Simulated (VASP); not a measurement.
# CoPdO2 (R-3m) in VASP: a series of runs, part 2 of 2

VASP 6.6.1. Earlier steps stand in the parts before.

## 4. Single point, LDA+U, collinear spin

The input, INCAR:

```
PREC = Accurate ; ENCUT = 600
EDIFF = 1E-6 ; ISMEAR = 0
SIGMA = 0.05 ; LREAL = F
LASPH = T ; NELM = 200
ALGO = Normal ; ISIF = 2
LWAVE = F ; LCHARG = F
ISPIN = 2 ; MAGMOM = -0.01 -0.05 0 0
LORBIT = 11 ; LMAXMIX = 4
LDAU = T ; LDAUTYPE = 2
LDAUL = 2 2 -1 ; LDAUU = 1 1 0
LDAUJ = 0 0 0 ; LDAUPRINT = 1
NBANDS = 28 ; GGA_COMPAT = F
```

The input, KPOINTS:

```
Automatic mesh
0
Gamma
  8 8 8
```

The input, POSCAR:

```
CoPdO2
1.0
    1.4224998100      0.8212806500      5.9600012600
   -1.4224998100      0.8212806500      5.9600012600
    0.0000000000     -1.6425613000      5.9600012600
Co Pd O
1 1 2
Direct
    0.5000000000      0.5000000000      0.5000000000
    0.0000000000      0.0000000000      0.0000000000
    0.1121500000      0.1121500000      0.1121500000
    0.8878500000      0.8878500000      0.8878500000
```

Potentials or basis: VASP PAW LDA potentials, release 64 (Co, Pd, O).

The run is started by

```console
> cat potpaw_LDA.64/Co/POTCAR potpaw_LDA.64/Pd/POTCAR potpaw_LDA.64/O/POTCAR > POTCAR
> mpirun -np 1 vasp_std > vasp.out
```

OUTCAR:

```text
PREC = Accurate
   ENCUT = 600
   EDIFF = 1E-6
   ISMEAR = 0
   LREAL = F
   LASPH = T
   NELM = 200
   ISIF = 2
   ISPIN = 2
   LORBIT = 11

 ion  position               nearest neighbor table
   1  0.500  0.500  0.500-   3 1.91   3 1.91   4 1.91   4 1.91   3 1.91   4 1.91
   2  0.000  0.000  0.000-   3 2.01   4 2.01
   3  0.112  0.112  0.112-   1 1.91   1 1.91   1 1.91   2 2.01
   4  0.888  0.888  0.888-   1 1.91   1 1.91   1 1.91   2 2.01
[... 1743 lines left out ...]
  energy-cutoff  :      600.00
  volume of cell :       41.78
      direct lattice vectors                 reciprocal lattice vectors
     1.422499810  0.821280650  5.960001260     0.351493896  0.202935095  0.055928400
    -1.422499810  0.821280650  5.960001260    -0.351493896  0.202935095  0.055928400
     0.000000000 -1.642561300  5.960001260     0.000000000 -0.405870190  0.055928400

 POSITION                                       TOTAL-FORCE (eV/Angst)
 -----------------------------------------------------------------------------------
      0.00000      0.00000      8.94000         0.000000      0.000000      0.000000
      0.00000      0.00000      0.00000        -0.000000      0.000000      0.000000
      0.00000      0.00000      2.00524        -0.000000      0.000000      0.312408
      0.00000      0.00000     15.87476        -0.000000     -0.000000     -0.312408
 -----------------------------------------------------------------------------------
    total drift:                               -0.000000     -0.000000      0.000000

  FREE ENERGIE OF THE ION-ELECTRON SYSTEM (eV)
  ---------------------------------------------------
  free  energy   TOTEN  =       -28.4575427336 eV

  energy  without entropy=      -28.4533278719  energy(sigma->0) =      -28.45543530

 total charge

# of ion       s       p       d       tot
------------------------------------------
    1        0.428   0.653   7.352   8.433
    2        0.464   0.452   8.515   9.431
    3        1.542   3.411   0.000   4.953
    4        1.542   3.411   0.000   4.953
--------------------------------------------------
tot          3.976   7.928  15.866  27.770

 magnetization (x)

# of ion       s       p       d       tot
------------------------------------------
    1       -0.000  -0.000  -0.010  -0.010
    2       -0.008  -0.006  -0.060  -0.074
    3       -0.000  -0.003   0.000  -0.003
    4       -0.000  -0.003   0.000  -0.003
--------------------------------------------------
tot         -0.008  -0.012  -0.070  -0.090
```

OSZICAR:

```text
N       E                     dE             d eps       ncg     rms          rms(c)
DAV:   1     0.262566825859E+03    0.26257E+03   -0.15626E+04  7312   0.136E+03
[... 12 lines left out ...]
DAV:  14    -0.284577524482E+02    0.44797E-03   -0.23387E-04  9964   0.181E-01    0.239E-01
DAV:  15    -0.284576847115E+02    0.67737E-04   -0.68355E-05  9364   0.627E-02    0.207E-01
DAV:  16    -0.284576221157E+02    0.62596E-04   -0.16863E-05  9352   0.581E-02    0.161E-01
DAV:  17    -0.284575576812E+02    0.64434E-04   -0.84123E-05  9872   0.109E-01    0.754E-02
DAV:  18    -0.284575442978E+02    0.13383E-04   -0.56133E-05 10084   0.697E-02    0.264E-02
DAV:  19    -0.284575427509E+02    0.15469E-05   -0.15275E-05  9744   0.401E-02    0.527E-03
DAV:  20    -0.284575427336E+02    0.17327E-07   -0.13763E-06  5724   0.818E-03
   1 F= -.28457543E+02 E0= -.28455435E+02  d E =-.421486E-02  mag=    -0.0947
```

Wall time 20 min (1 thread of Oxide Virtual Turin-like, shared host); peak memory 0.36 GiB.

Results:

| Property | Result |
| --- | --- |
| Free energy | -28.4575 eV |
| Pressure | -16.4 GPa |
| Largest force | 0.312 eV/Å |
| Net moment | -0.09 μB per cell |
| Site moments | Co -0.01; Pd -0.07; O -0.00 μB |
| Valence electrons inside the program's atomic spheres | Co 8.43; Pd 9.43; O 4.95 |

Forces in eV/Å, atoms in the order of the input:
```
Co   0.000  0.000  0.000
Pd   0.000  0.000  0.000
O    0.000  0.000  0.312
O    0.000  0.000 -0.312
```

Eigenvalues of the final occupation matrices:
| site | spin | trace | eigenvalues |
| --- | --- | --- | --- |
| site 1 d | 1 | 3.69 | 0.44 0.44 0.94 0.94 0.94 |
| site 1 d | 2 | 3.70 | 0.44 0.44 0.93 0.93 0.95 |
| site 2 d | 1 | 4.25 | 0.62 0.89 0.89 0.93 0.93 |
| site 2 d | 2 | 4.31 | 0.65 0.90 0.90 0.93 0.93 |

Caveat: the stress differs along the axes, from -20 to -14 GPa.

## 5. Single point, LDA+U, collinear spin, ferromagnetic start

The input, INCAR:

```
ALGO = Normal
EDIFF = 1E-6
ENCUT = 600
GGA = CA
GGA_COMPAT = False
ISIF = 2
ISMEAR = 0
ISPIN = 2
LASPH = True
LCHARG = False
LDAU = True
LDAUJ = 0 0 0
LDAUL = 2 2 -1
LDAUPRINT = 1
LDAUTYPE = 2
LDAUU = 1 1 0
LMAXMIX = 4
LORBIT = 11
LREAL = False
LWAVE = False
MAGMOM = 0.75 0.5 0 0
NBANDS = 28
NELM = 200
NUPDOWN = 1.25
PREC = Accurate
SIGMA = 0.05
```

The input, KPOINTS:

```
k-points
0
Gamma
  8 8 8
```

POSCAR is that of step 4.

The run is started by

```console
> cat potpaw_LDA.64/Co/POTCAR potpaw_LDA.64/Pd/POTCAR potpaw_LDA.64/O/POTCAR > POTCAR
> mpirun -np 1 vasp_std > vasp.out
```

Run time: 25 min. Hardware: 1 thread of Oxide Virtual Turin-like, shared host; peak memory 0.36 GiB.

The run converged. Its results:

- Free energy: -28.0512 eV
- Pressure: -12.0 GPa
- Largest force: 0.362 eV/Å
- Net moment: 1.25 μB per cell
- Site moments: Co +0.64; Pd +0.49; O +0.05 μB
- Valence electrons inside the program's atomic spheres: Co 8.42; Pd 9.43; O 4.95

Forces in eV/Å, atoms in the order of the input:
```
Co   0.000  0.000  0.000
Pd   0.000  0.000  0.000
O    0.000  0.000  0.362
O    0.000  0.000 -0.362
```

Stress tensor (GPa, compression positive):
```
-12.17   0.00   0.00
  0.00 -12.17   0.00
  0.00   0.00 -11.68
```

Eigenvalues of the final occupation matrices:
```csv
site,spin,trace,eigenvalues
site 1 d,1,4.00,0.57 0.57 0.96 0.96 0.96
site 1 d,2,3.38,0.42 0.42 0.82 0.86 0.86
site 2 d,1,4.51,0.82 0.92 0.92 0.93 0.93
site 2 d,2,4.06,0.56 0.83 0.83 0.92 0.92
```

Caveat: the cell stands under tension; the total moment is fixed, so each spin has its own Fermi level and the state may be an excited one; a cell with one magnetic atom can't hold antiferromagnetic order, which such compounds often take. The state reached can hang on the start; a lower one may exist.

## 6. The runs side by side

```tsv
spin	fixed moment (μB)	pressure (GPa)	moment (μB)	largest force (eV/Å)
collinear	-	-16.4	0.09	0.31
collinear, ferromagnetic start	5.0	9.7	5.00	2.03
collinear, ferromagnetic start	1.25	-12.0	1.25	0.36
```

Alike in all rows: task single point; level LDA+U; potentials or basis VASP PAW LDA potentials, release 64 (Co, Pd, O); Co d U = 1.0 eV, Pd d U = 1.0 eV; cell as given; k mesh 8 × 8 × 8; cutoff (eV) 600; smearing gaussian 0.05 eV.

Caveats: the total moment is fixed, so each spin has its own Fermi level and the state may be an excited one (at least some runs); a cell with one magnetic atom can't hold antiferromagnetic order, which such compounds often take (at least some runs); the stress differs along the axes, from -20 to -14 GPa (at least some runs); the cell stands under pressure (at least some runs); forces of over 1 eV/Å act on the atoms, so gaps and moduli don't describe the material at rest (at least some runs); the cell stands under tension (at least some runs).

Total energies depend on the potentials used, so only differences within one code and one set of settings carry meaning.
